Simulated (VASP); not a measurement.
# Hg (Pm-3m) in VASP: a series of runs

The runs below take Hg through single point, relaxation of cell and atoms, with PBE.

Everything below comes from runs of VASP 6.6.1. Logs are shortened: lines on timing, memory, paths and dates and some standing lists are left out, and cuts for length are marked.

## 1. The cell of the first run

It takes space group Pm-3m (No. 221, cubic). Conventional cell: a = 3.096 Å, b = 3.096 Å, c = 3.096 Å, α = 90.00°, β = 90.00°, γ = 90.00°. Hg (site symmetry m-3m) has 6 Hg at 3.10 Å within 4.1 Å.

## 2. Single point, PBE

INCAR

```
PREC     = Accurate       # precision mode
ENCUT    = 520            # plane-wave cutoff, eV
EDIFF    = 1E-6           # SCF threshold, eV
ISMEAR   = 0              # smearing method
SIGMA    = 0.1            # smearing width, eV
LREAL    = F              # projectors in reciprocal space
LASPH    = T              # aspherical terms in the spheres
NELM     = 100            # most SCF steps
ALGO     = Fast           # electronic algorithm
ISIF     = 2              # what is computed and relaxed
LWAVE    = F              # write WAVECAR
LCHARG   = F              # write CHGCAR
GGA      = PE             # functional
NBANDS   = 12             # bands
```

KPOINTS

```
Automatic mesh
0
Gamma
  18 18 18
```

POSCAR

```
Hg
1.0
    3.0955948737      0.0000000000      0.0000000000
    0.0000000000      3.0955948737      0.0000000000
    0.0000000000      0.0000000000      3.0955948737
Hg
1
Direct
    0.5000000000      0.5000000000      0.5000000000
```

Potentials or basis: VASP PAW PBE potentials, release 64 (Hg).

Command:

```
cat potpaw_PBE.64/Hg/POTCAR > POTCAR
mpirun -np 1 vasp_std > vasp.out
```

OUTCAR:

```text
PREC = Accurate
   ENCUT = 520
   EDIFF = 1E-6
   ISMEAR = 0
   LREAL = F
   LASPH = T
   NELM = 100
   ISIF = 2
   GGA = PE

 ion  position               nearest neighbor table
   1  0.500  0.500  0.500-

  LATTYP: Found a simple cubic cell.
 ALAT       =     3.0955948737

  Lattice vectors:

 A1 = (   3.0955948737,   0.0000000000,   0.0000000000)
 A2 = (   0.0000000000,   3.0955948737,   0.0000000000)
 A3 = (   0.0000000000,   0.0000000000,   3.0955948737)

Analysis of symmetry for initial positions (statically):
=====================================================================
 Subroutine PRICEL returns:
 Original cell was already a primitive cell.

 Routine SETGRP: Setting up the symmetry group for a
 simple cubic supercell.

 Subroutine GETGRP returns: Found 48 space group operations
 (whereof 48 operations were pure point group operations)
 out of a pool of 48 trial point group operations.

The static configuration has the point symmetry O_h .

Analysis of symmetry for dynamics (positions and initial velocities):
=====================================================================
 Subroutine PRICEL returns:
 Original cell was already a primitive cell.

 Routine SETGRP: Setting up the symmetry group for a
 simple cubic supercell.

 Subroutine GETGRP returns: Found 48 space group operations
 (whereof 48 operations were pure point group operations)
 out of a pool of 48 trial point group operations.

The dynamic configuration has the point symmetry O_h .

 Subroutine INISYM returns: Found 48 space group operations
 (whereof 48 operations are pure point group operations),
 and found     1 'primitive' translations

----------------------------------------------------------------------------------------

                                     Primitive cell

  volume of cell :      29.6642

  direct lattice vectors                    reciprocal lattice vectors
     3.095594874  0.000000000  0.000000000     0.323039687  0.000000000  0.000000000
     0.000000000  3.095594874  0.000000000     0.000000000  0.323039687  0.000000000
     0.000000000  0.000000000  3.095594874     0.000000000  0.000000000  0.323039687

  length of vectors
     3.095594874  3.095594874  3.095594874     0.323039687  0.323039687  0.323039687

  position of ions in fractional coordinates (direct lattice)
     0.500000000  0.500000000  0.500000000

  ion indices of the primitive-cell ions
   primitive index   ion index
                 1           1

[... 81 lines left out ...]
   PSTRESS=    0.0 pullay stress
   NELECT =      12.0000    total number of electrons
   NUPDOWN=      -1.0000    fix difference up-down
   EMIN   =  10.00;   EMAX   =-10.00  energy-range for DOS
   EFERMI =   0.00;   METHOD = LEGACY
   ISMEAR =     0;   SIGMA  =   0.10  broadening in eV -4-tet -1-fermi 0-gaus
   EFERMI_NEDOS =   21; number of points for ismear=-14 and -15
   IALGO  =     68    algorithm
   IMIX   =      4    mixing-type and parameters
     AMIX     =   0.40;   BMIX     =  1.00
     AMIX_MAG =   1.60;   BMIX_MAG =  1.00
  volume/ion in A,a.u.               =      29.66       200.18
  Fermi-wavevector in a.u.,A,eV,Ry     =   1.210759  2.288003 19.945297  1.465938
  Thomas-Fermi vector in A             =   2.346296
   LORBIT       =      0    0 simple, 1 ext, 2 COOP (PROOUT), +10 PAW based schemes
   GGA     = PE    functional components
   LHFCALC =     F    Hartree Fock is set to
   AEXX    =    0.0000 exact exchange contribution
   IVDW    =     0    specifies the selected vdW correction
   LEPSILON=     F    determine dielectric tensor
   LRPA    =     F    only Hartree local field effects (RPA)
 non-spin polarized calculation
 RMM-DIIS sequential band-by-band and
 Gauss-broadening in eV      SIGMA  =   0.10
  energy-cutoff  :      520.00
  volume of cell :       29.66
 maximum number of plane-waves:       840
 NGX is ok and might be reduce to    24
   NGX = 11   NGY = 11   NGZ = 11

 number of electron      11.9999995 magnetization

 Free energy of the ion-electron system (eV)
  ---------------------------------------------------
  ext. energy  EPLUGINS =         0.00000000
  ---------------------------------------------------
  free energy    TOTEN  =        -0.16575647 eV

  energy without entropy =       -0.16418418  energy(sigma->0) =       -0.16497032

 E-fermi :   1.2635     XC(G=0):  -9.5412

 val. band max:        1.2607451471   @ k =   0.5000   0.3889   0.2778
 cond. band min:       1.2907506417   @ k =   0.5000   0.2222   0.1111
 fundamental gap:      0.0300054946
 Fermi energy:         1.2634519465

 k-point     1 :       0.0000    0.0000    0.0000
  band No.  band energies     occupation
      1      -6.4200      2.00000
      2      -6.3102      2.00000
      3      -6.3102      2.00000
      4      -4.5765      2.00000
      5      -4.5765      2.00000
      6      -4.5765      2.00000
      7      10.8406      0.00000
      8      10.8406      0.00000
      9      10.8406      0.00000
     10      13.9782      0.00000
     11      15.7900      0.00000
     12      15.7900      0.00000
[... 331 lines left out ...]
 k-point    24 :       0.3333    0.1111    0.0000
  band No.  band energies     occupation
      1      -6.1468      2.00000
      2      -5.8765      2.00000
      3      -5.1245      2.00000
      4      -4.9772      2.00000
      5      -4.6031      2.00000
      6      -3.7120      2.00000
      7       3.2965      0.00000
      8      10.8537      0.00000
      9      13.3771      0.00000
     10      15.5516      0.00000
     11      16.1083      0.00000
     12      19.6459      0.00000

 [... further k-points ...]

------------------------ aborting loop because EDIFF is reached ----------------------------------------

  FORCE on cell =-STRESS in cart. coord.  units (eV):
  Direction    XX          YY          ZZ          XY          YZ          ZX
  --------------------------------------------------------------------------------------
  -------------------------------------------------------------------------------------
  Total        0.0403130      0.0403130      0.0403130     -0.0000000     -0.0000000      0.0000000
  in kB        2.1773263      2.1773263      2.1773263     -0.0000000     -0.0000000      0.0000000
  external PRESSURE =       2.1773263 kB  Pullay stress =       0.0000000 kB

 VOLUME and BASIS-vectors are now :
 -----------------------------------------------------------------------------
  energy-cutoff  :      520.00
  volume of cell :       29.66
      direct lattice vectors                 reciprocal lattice vectors
     3.095594874  0.000000000  0.000000000     0.323039687  0.000000000  0.000000000
     0.000000000  3.095594874  0.000000000     0.000000000  0.323039687  0.000000000
     0.000000000  0.000000000  3.095594874     0.000000000  0.000000000  0.323039687

 POSITION                                       TOTAL-FORCE (eV/Angst)
 -----------------------------------------------------------------------------------
      1.54780      1.54780      1.54780         0.000000      0.000000      0.000000
 -----------------------------------------------------------------------------------
    total drift:                                0.000000     -0.000000     -0.000000

  FREE ENERGIE OF THE ION-ELECTRON SYSTEM (eV)
  ---------------------------------------------------
  free  energy   TOTEN  =        -0.1657564710 eV

  energy  without entropy=       -0.1641841769  energy(sigma->0) =       -0.16497032
```

stdout:

```text
POSCAR found type information on POSCAR Hg
 POSCAR found :  1 types and       1 ions
 scaLAPACK will be used
 LDA part: xc-table for (Slater+PW92), standard interpolation
 POSCAR, INCAR and KPOINTS ok, starting setup
 FFT: planning ... GRIDC
 FFT: planning ... GRID_SOFT
 FFT: planning ... GRID
 WAVECAR not read
 entering main loop
```

It took 14 s on 1 thread of Intel Xeon 6975P-C (Granite Rapids), shared host; peak memory 0.19 GiB.

Results:

| Item | Value |
| --- | --- |
| Free energy | -0.1658 eV |
| Pressure | 0.2 GPa |
| Band gap on the k mesh | zero (bands 6 and 7 overlap by 5.04 eV) |

Caveat: spin-orbit coupling is left out, which moves the levels of the heavy elements.

## 3. Relaxation of cell and atoms, PBE

This run uses another cell than the first one, of 27.78 Å³/atom.

INCAR

```
SYSTEM = Hg
PREC     = Accurate       ! precision mode
ENCUT    = 600            ! plane-wave cutoff, eV
EDIFF    = 1E-7           ! SCF threshold, eV
ISMEAR   = 0              ! smearing method
SIGMA    = 0.1            ! smearing width, eV
LREAL    = .FALSE.        ! projectors in reciprocal space
LASPH    = .TRUE.         ! aspherical terms in the spheres
NELM     = 100            ! most SCF steps
ALGO     = Normal         ! electronic algorithm
ISIF     = 3              ! what is computed and relaxed
LWAVE    = .FALSE.        ! write WAVECAR
LCHARG   = .FALSE.        ! write CHGCAR
GGA      = PE             ! functional
IBRION   = 2              ! ionic algorithm
NSW      = 100            ! ionic steps
EDIFFG   = -0.01          ! ionic threshold
```

KPOINTS

```
regular mesh
0
G
  18 18 18
  0 0 0
```

POSCAR

```
Hg
1.0
    3.0284708110      0.0000000000      0.0000000000
    0.0000000000      3.0284708110      0.0000000000
    0.0000000000      0.0000000000      3.0284708110
Hg
1
Direct
    0.5000000000      0.5000000000      0.5000000000
```

Potentials or basis: VASP PAW PBE potentials, release 64 (Hg).

Command:

```
cat potpaw_PBE.64/Hg/POTCAR > POTCAR
mpirun -np 1 vasp_std > vasp.out
```

Wall time 29 s (1 thread of Intel Xeon 6975P-C (Granite Rapids), shared host); peak memory 0.2 GiB.

It converged, with:

- Free energy: -0.1656 eV
- Relaxed volume: 30.08 Å³/atom
- Relaxed cell: a = 3.110 Å, b = 3.110 Å, c = 3.110 Å, α = 90.00°, β = 90.00°, γ = 90.00°
- Space group after relaxing (to 0.1 Å): Pm-3m (No. 221)
- Energy gained by relaxing: 10.5 meV/atom
- Ionic steps: 3
- Pressure after relaxing: 0.0 GPa
- Band gap on the k mesh: zero (bands 6 and 7 overlap by 4.85 eV)

Step by step:
| step | energy change (eV) | largest force (eV/Å) | pressure (GPa) | volume (Å³) |
| --- | --- | --- | --- | --- |
| 1 | 0.0000 | 0.0000 | 1.69 | 27.78 |
| 2 | -0.0084 | 0.0000 | 0.63 | 28.97 |
| 3 | -0.0105 | 0.0000 | 0.01 | 30.08 |

Final structure:
```
Hg
1.0
     3.10991    0.00000    0.00000
     0.00000    3.10991    0.00000
     0.00000    0.00000    3.10991
Hg
1
Direct
  0.50000 0.50000 0.50000
```

Levels at points of the mesh, in eV from the Fermi level:
```csv
k point,band 3,band 4,band 5,band 6,band 7,band 8,band 9,band 10
"(0.00, 0.00, 0.00)",-7.52,-5.83,-5.83,-5.83,9.51,9.51,9.51,12.60
"(0.50, 0.00, 0.00)",-6.35,-6.35,-5.78,-2.89,-1.23,12.88,12.88,14.05
"(0.50, 0.50, 0.00)",-6.27,-6.27,-5.34,0.18,1.64,1.64,7.07,16.99
"(0.50, 0.50, 0.50)",-7.08,-5.30,-5.30,3.62,4.55,4.55,4.55,8.75
```

Caveat: spin-orbit coupling is left out, which moves the levels of the heavy elements.
